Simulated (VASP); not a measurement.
AlN, 2 atoms in the cell. It takes space group Imm2 (No. 44, orthorhombic). The conventional cell has a = 3.089 Å, b = 3.089 Å, c = 4.368 Å, α = 90.00°, β = 90.00°, γ = 90.00°. Within 2.4 Å of Al (site symmetry mm2) lie 4 N at 1.84 to 1.95 Å. N (site symmetry mm2) has 4 Al at 1.84 to 1.95 Å within 2.4 Å. 

- Program: VASP 6.6.1
- Task: single point
- Functional: PBEsol
- Potentials or basis: VASP PAW PBE potentials, release 64 (Al, N)
- Cutoff: 520 eV
- k mesh: 6 × 6 × 6
- Occupations: gaussian, width 0.01 eV
- Spin: no spin polarisation
- Dipole correction: no
- Further INCAR settings: ALGO = Normal; EDIFF = 1e-07; NBANDS = 11

Potentials or basis: VASP PAW PBE potentials, release 64 (Al, N).

The run is started by

```console
$ cat potpaw_PBE.64/Al/POTCAR potpaw_PBE.64/N/POTCAR > POTCAR
$ mpirun -np 1 vasp_std > vasp.out
```

Hardware: 1 thread of Intel(R) Xeon(R) Platinum 8559C (Emerald Rapids), on a shared host.

Problem. How long does it take, and how much memory?

Solution. Wall time 5.4 s on 1 thread of Intel(R) Xeon(R) Platinum 8559C (Emerald Rapids), with other jobs on the host, peak memory 0.13 GiB. Counts: scf iterations 13, k points 46.
